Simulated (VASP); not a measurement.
Runs of VASP 6.6.1 on Ag. The structure is that of space group P6_3/mmc (No. 194), or close to it. The cells are those of the table. This isn't the form of Ag at room conditions, which is fcc.

```tsv
task	cell	k mesh	cutoff (eV)	smearing	gap on the mesh (eV)	pressure (GPa)
relaxation of cell and atoms	relaxed to 3 GPa from a = 2.904, b = 2.904, c = 9.495 Å, angles 90.0, 90.0, 120.0°, 4 atoms	18 × 18 × 6	500	fermi-dirac 0.15 eV	none	3.0
single point	a = 2.966, b = 2.966, c = 9.658 Å, angles 90.0, 90.0, 120.0°, 4 atoms	18 × 18 × 4	520	gaussian 0.1 eV	none	(a)
relaxation of shape and atoms at fixed volume	relaxed from a = 3.032, b = 3.032, c = 9.872 Å, angles 90.0, 90.0, 120.0°, 4 atoms	18 × 18 × 4	600	gaussian 0.1 eV	none	-6.6
single point	a = 2.847, b = 2.847, c = 9.260 Å, angles 90.0, 90.0, 120.0°, 4 atoms	18 × 18 × 4	520	gaussian 0.1 eV	none	10.9
single point	a = 2.994, b = 2.994, c = 9.751 Å, angles 90.0, 90.0, 120.0°, 4 atoms	18 × 18 × 4	520	gaussian 0.1 eV	none	-4.5
```

Alike in all rows: level PBE; potentials or basis VASP PAW PBE potentials, release 64 (Ag); no spin polarisation.

Question: Estimate the missing entries.

Answer: (a) -2.5.

Caveats: the cell is relaxed towards a set pressure, so the run minimises the enthalpy, not the energy (at least some runs); the cell stands under pressure (at least some runs); the cell stands under tension (at least some runs).

A k mesh can miss the band edges, and the runs leave out spin-orbit coupling on Ag.

A gap of «none» marks levels without a gap at the run's occupations.
